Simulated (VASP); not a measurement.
# Hf (P6_3/mmc) in VASP: further runs

Hf is run at these levels: LDA; tasks: single point, relaxation of volume and atoms at fixed shape.

Program: VASP 6.6.1. These are calculated values, not measurements. Logs are shortened: lines on timing, memory, paths and dates and some standing lists are left out, and cuts for length are marked.

### Step 1. The cell of the first run

Symmetry: P6_3/mmc, No. 194, hexagonal system. The conventional cell has a = 3.123 Å, b = 3.123 Å, c = 4.941 Å, α = 90.00°, β = 90.00°, γ = 120.00°. Hf (site symmetry -6m2) has 12 Hf at 3.06 to 3.12 Å within 4.0 Å.

### Step 2. Single point, LDA

The input, INCAR:

```
SYSTEM = Hf
PREC = Accurate ; ENCUT = 520
EDIFF = 1E-6 ; ISMEAR = -1
SIGMA = 0.05 ; LREAL = .FALSE.
LASPH = .TRUE. ; NELM = 60
ALGO = Normal ; ISIF = 2
LWAVE = .FALSE. ; LCHARG = .FALSE.
GGA = CA ; NBANDS = 17
```

The input, KPOINTS:

```
Automatic mesh
0
G
  7 7 4
  0 0 0
```

The input, POSCAR:

```
Hf
1.0
    3.1231742445      0.0000000000      0.0000000000
   -1.5615871223      2.7047482362      0.0000000000
    0.0000000000      0.0000000000      4.9414683451
Hf
2
Direct
    0.3333333333      0.6666666667      0.2500000000
    0.6666666667      0.3333333333      0.7500000000
```

Potentials or basis: VASP PAW LDA potentials, release 64 (Hf_pv).

Command:

```console
$ cat potpaw_LDA.64/Hf_pv/POTCAR > POTCAR
$ mpirun -np 1 vasp_std > vasp.out
```

OUTCAR:

```text
SYSTEM = Hf
   PREC = Accurate
   ENCUT = 520
   EDIFF = 1E-6
   ISMEAR = -1
   LREAL = .FALSE.
   LASPH = .TRUE.
   NELM = 60
   ISIF = 2
   GGA = CA

 ion  position               nearest neighbor table
   1  0.333  0.667  0.250-   2 3.06   2 3.06   2 3.06   2 3.06   2 3.06   2 3.06
   2  0.667  0.333  0.750-   1 3.06   1 3.06   1 3.06   1 3.06   1 3.06   1 3.06

  LATTYP: Found a hexagonal cell.
 ALAT       =     3.1231742445
 C/A-ratio  =     1.5821942544

  Lattice vectors:

 A1 = (   3.1231742445,   0.0000000000,   0.0000000000)
 A2 = (  -1.5615871223,   2.7047482362,   0.0000000000)
 A3 = (   0.0000000000,   0.0000000000,   4.9414683451)

Analysis of symmetry for initial positions (statically):
=====================================================================
 Subroutine PRICEL returns:
 Original cell was already a primitive cell.

 Routine SETGRP: Setting up the symmetry group for a
 hexagonal supercell.

 Subroutine GETGRP returns: Found 24 space group operations
 (whereof 12 operations were pure point group operations)
 out of a pool of 24 trial point group operations.

The static configuration has the point symmetry D_3d.
 The point group associated with its full space group is D_6h.

Analysis of symmetry for dynamics (positions and initial velocities):
=====================================================================
 Subroutine PRICEL returns:
 Original cell was already a primitive cell.

 Routine SETGRP: Setting up the symmetry group for a
 hexagonal supercell.

 Subroutine GETGRP returns: Found 24 space group operations
 (whereof 12 operations were pure point group operations)
 out of a pool of 24 trial point group operations.

The dynamic configuration has the point symmetry D_3d.
 The point group associated with its full space group is D_6h.

 Subroutine INISYM returns: Found 24 space group operations
 (whereof 12 operations are pure point group operations),
 and found     1 'primitive' translations

----------------------------------------------------------------------------------------

                                     Primitive cell

  volume of cell :      41.7426

  direct lattice vectors                    reciprocal lattice vectors
     3.123174244  0.000000000  0.000000000     0.320187067  0.184860089  0.000000000
    -1.561587122  2.704748236  0.000000000     0.000000000  0.369720178  0.000000000
[... 81 lines left out ...]
   LASPH  =      T    aspherical Exc in radial PAW
   ENCUT  =  520.0 eV  38.22 Ry    6.18 a.u.   5.81  5.81  9.19*2*pi/ulx,y,z
   NELM   =     60;   NELMIN=  2; NELMDL= -5     # of ELM steps
   EDIFF  = 0.1E-05   stopping-criterion for ELM
   LREAL  =      F    real-space projection
   EDIFFG = 0.1E-04   stopping-criterion for IOM
   NSW    =      0    number of steps for IOM
   IBRION =     -1    ionic relax: 0-MD 1-quasi-New 2-CG
   NFREE  =      0    steps in history (QN), initial steepest desc. (CG)
   ISIF   =      2    stress and relaxation
   ISYM   =      2    0-nonsym 1-usesym 2-fastsym
   POTIM  = 0.5000    time-step for ionic-motion
   TEBEG  =    0.0;   TEEND  =   0.0 temperature during run
   PSTRESS=    0.0 pullay stress
   NELECT =      20.0000    total number of electrons
   NUPDOWN=      -1.0000    fix difference up-down
   EMIN   =  10.00;   EMAX   =-10.00  energy-range for DOS
   EFERMI =   0.00;   METHOD = LEGACY
   ISMEAR =    -1;   SIGMA  =   0.05  broadening in eV -4-tet -1-fermi 0-gaus
   EFERMI_NEDOS =   21; number of points for ismear=-14 and -15
   IALGO  =     38    algorithm
   IMIX   =      4    mixing-type and parameters
     AMIX     =   0.40;   BMIX     =  1.00
     AMIX_MAG =   1.60;   BMIX_MAG =  1.00
  volume/ion in A,a.u.               =      20.87       140.85
  Fermi-wavevector in a.u.,A,eV,Ry     =   1.281028  2.420791 22.327590  1.641032
  Thomas-Fermi vector in A             =   2.413421
   LORBIT       =      0    0 simple, 1 ext, 2 COOP (PROOUT), +10 PAW based schemes
   GGA     = CA    functional components
   LHFCALC =     F    Hartree Fock is set to
   AEXX    =    0.0000 exact exchange contribution
   IVDW    =     0    specifies the selected vdW correction
   LEPSILON=     F    determine dielectric tensor
   LRPA    =     F    only Hartree local field effects (RPA)
 non-spin polarized calculation
  energy-cutoff  :      520.00
  volume of cell :       41.74
 maximum number of plane-waves:      1138
 NGX is ok and might be reduce to    24
   NGX = 11   NGY = 11   NGZ = 19

 number of electron      19.9999997 magnetization

 Free energy of the ion-electron system (eV)
  ---------------------------------------------------
  ext. energy  EPLUGINS =         0.00000000
  ---------------------------------------------------
  free energy    TOTEN  =       -21.38757372 eV

  energy without entropy =      -21.37018415  energy(sigma->0) =      -21.37887893

 E-fermi :   5.3777     XC(G=0): -11.7900

 val. band max:        5.3520539611   @ k =   0.1429  -0.0000   0.0000
 cond. band min:       5.4120093467   @ k =   0.0000   0.0000   0.5000
 fundamental gap:      0.0599553857
 Fermi energy:         5.3776584085

 k-point     1 :       0.0000    0.0000    0.0000
  band No.  band energies     occupation
      1     -25.6152      2.00000
      2     -24.6700      2.00000
      3     -24.6700      2.00000
      4     -24.5079      2.00000
      5     -24.5079      2.00000
      6     -24.5015      2.00000
[... 457 lines left out ...]
      4     -25.0433      2.00000
      5     -24.6813      2.00000
      6     -24.6813      2.00000
[... 9 lines left out ...]
     16      11.0266      0.00000
     17      13.7596      0.00000

------------------------ aborting loop because EDIFF is reached ----------------------------------------

  FORCE on cell =-STRESS in cart. coord.  units (eV):
  Direction    XX          YY          ZZ          XY          YZ          ZX
  --------------------------------------------------------------------------------------
  -------------------------------------------------------------------------------------
  Total       -0.0059370     -0.0059370      0.0674110      0.0000000      0.0000000     -0.0000000
  in kB       -0.2278750     -0.2278750      2.5873931      0.0000000      0.0000000     -0.0000000
  external PRESSURE =       0.7105477 kB  Pullay stress =       0.0000000 kB

 VOLUME and BASIS-vectors are now :
 -----------------------------------------------------------------------------
  energy-cutoff  :      520.00
  volume of cell :       41.74
      direct lattice vectors                 reciprocal lattice vectors
     3.123174244  0.000000000  0.000000000     0.320187067  0.184860089  0.000000000
    -1.561587122  2.704748236  0.000000000     0.000000000  0.369720178  0.000000000
     0.000000000  0.000000000  4.941468345     0.000000000  0.000000000  0.202368998

 POSITION                                       TOTAL-FORCE (eV/Angst)
 -----------------------------------------------------------------------------------
     -0.00000      1.80317      1.23537         0.000000      0.000000      0.000000
      1.56159      0.90158      3.70610        -0.000000      0.000000      0.000000
 -----------------------------------------------------------------------------------
    total drift:                               -0.000000      0.000000     -0.000000

  FREE ENERGIE OF THE ION-ELECTRON SYSTEM (eV)
  ---------------------------------------------------
  free  energy   TOTEN  =       -21.3875737192 eV

  energy  without entropy=      -21.3701841467  energy(sigma->0) =      -21.37887893
```

Run time: 5 s. Hardware: 1 thread of Intel Xeon 6975P-C (Granite Rapids), shared host; peak memory 0.14 GiB.

Results:

```
Free energy            : -21.3876 eV
Pressure               : 0.1 GPa
Band gap on the k mesh : zero (band 10 reaches 6.41 eV, above the bottom of band 11 at 5.18 eV)
```

Levels at points of the mesh, in eV from the Fermi level:
```
           k point  band 7  band 8  band 9  band 10  band 11  band 12  band 13  band 14
(0.00, 0.00, 0.00)   -7.63   -4.01    0.98     1.03     1.03     1.34     1.93     1.93
(0.00, 0.00, 0.50)   -5.52   -5.52    0.03     0.03     0.91     0.91     0.91     0.91
```

Caveat: spin-orbit coupling is left out, which moves the levels of the heavy elements.

### Step 3. Relaxation of volume and atoms at fixed shape, LDA

This run uses another cell than the first one, of 22.38 Å³/atom, 1.072 times its volume.

The input, INCAR:

```
  ALGO = Normal
  EDIFF = 1E-6
  EDIFFG = -0.02
  ENCUT = 600
  GGA = CA
  IBRION = 2
  ISIF = 8
  ISMEAR = -1
  LASPH = True
  LCHARG = False
  LREAL = False
  LWAVE = False
  NELM = 80
  NSW = 80
  PREC = Accurate
  SIGMA = 0.05
```

The input, KPOINTS:

```
k-points
0
Gamma
  7 7 4
```

The input, POSCAR:

```
Hf
1.0
    3.1967000000      0.0000000000      0.0000000000
   -1.5983500000      2.7684230000      0.0000000000
    0.0000000000      0.0000000000      5.0578000000
Hf
2
Direct
    0.3333333333      0.6666666667      0.2500000000
    0.6666666667      0.3333333333      0.7500000000
```

Potentials or basis: VASP PAW LDA potentials, release 64 (Hf_pv).

Command:

```console
$ cat potpaw_LDA.64/Hf_pv/POTCAR > POTCAR
$ mpirun -np 1 vasp_std > vasp.out
```

It took 17 s on 1 thread of Intel Xeon 6975P-C (Granite Rapids), shared host; peak memory 0.17 GiB.

Results (log left out):

* Free energy: -21.3880 eV
* Relaxed volume: 20.88 Å³/atom
* Relaxed cell: a = 3.124 Å, b = 3.124 Å, c = 4.942 Å, α = 90.00°, β = 90.00°, γ = 120.00°
* Space group after relaxing (to 0.05 Å): P6_3/mmc (No. 194)
* Energy gained by relaxing: 36.1 meV/atom
* Ionic steps: 4
* Pressure after relaxing: 0.0 GPa
* Band gap on the k mesh: zero (band 10 reaches 6.41 eV, above the bottom of band 11 at 5.18 eV)

Stress tensor (GPa, compression positive):
```
-0.08  0.00  0.00
 0.00 -0.08  0.00
 0.00  0.00  0.20
```

The path:
```tsv
step	energy change (eV)	largest force (eV/Å)	pressure (GPa)	volume (Å³)
1	0.0000	0.0000	-7.35	44.76
2	0.0399	0.0000	11.47	38.44
3	-0.0721	0.0000	-0.15	41.82
4	-0.0721	0.0000	0.01	41.76
```

Final structure:
```
Hf
1.0
     3.12370    0.00000    0.00000
    -1.56185    2.70520    0.00000
     0.00000    0.00000    4.94230
Hf
2
Direct
  0.33333 0.66667 0.25000
  0.66667 0.33333 0.75000
```

Levels at points of the mesh, in eV from the Fermi level:
```
           k point  band 7  band 8  band 9  band 10  band 11  band 12  band 13  band 14
(0.00, 0.00, 0.00)   -7.63   -4.01    0.98     1.03     1.03     1.34     1.93     1.93
(0.00, 0.00, 0.50)   -5.52   -5.52    0.03     0.03     0.91     0.91     0.91     0.91
```

Caveat: spin-orbit coupling is left out, which moves the levels of the heavy elements. LDA usually gives volumes a few per cent too small.
